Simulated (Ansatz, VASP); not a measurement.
One calculation of Sb, two programs

```xyz
4
Lattice="2.6479 -4.4877 0.0000 2.6479 4.4877 0.0000 0.0000 0.0000 5.3028" Properties=species:S:1:pos:R:3 pbc="T T T"
Sb    2.6479    3.1189    0.4163
Sb    2.6479   -1.3687    2.2351
Sb    2.6479   -3.1189    4.8865
Sb    2.6479    1.3687    3.0677
```

Alike in both runs: task single point; functional PBE; k mesh 4 × 4 × 4; occupations gaussian, width 0.1 eV; no spin polarisation.

|  | VASP | Ansatz |
| --- | --- | --- |
| version | VASP 6.6.1 | Ansatz 0.2.0 |
| potentials or method | VASP PAW PBE potentials, release 64 (Sb), cutoff 520 eV | scalar-relativistic, plane waves, PAW |
| valence electrons in the cell | 20 | 60 |

Ansatz gave:

* gap on the k mesh at the Fermi level (eV): none
* pressure (GPa): 2.7
* traceless stress, the component that is largest in VASP (GPa): -1.11
* rms of the force components (eV/Å): 0.209

Question: Estimate VASP's values.

Answer: gap on the k mesh at the Fermi level (eV): none; pressure (GPa): 2.7; traceless stress, the component that is largest in VASP (GPa): -1.17; rms of the force components (eV/Å): 0.215.

Atom by atom the forces differ by 0.012 eV/Å (rms over components). A gap of «none» marks a metal or a gap that the smearing closes. With one functional, cell and mesh, what is left measures potentials, basis and numerics. VASP's potentials hold 20 valence electrons a cell and Ansatz's 60, so a difference there can come from the potentials and not from the codes.

Neither program's run includes spin-orbit coupling.
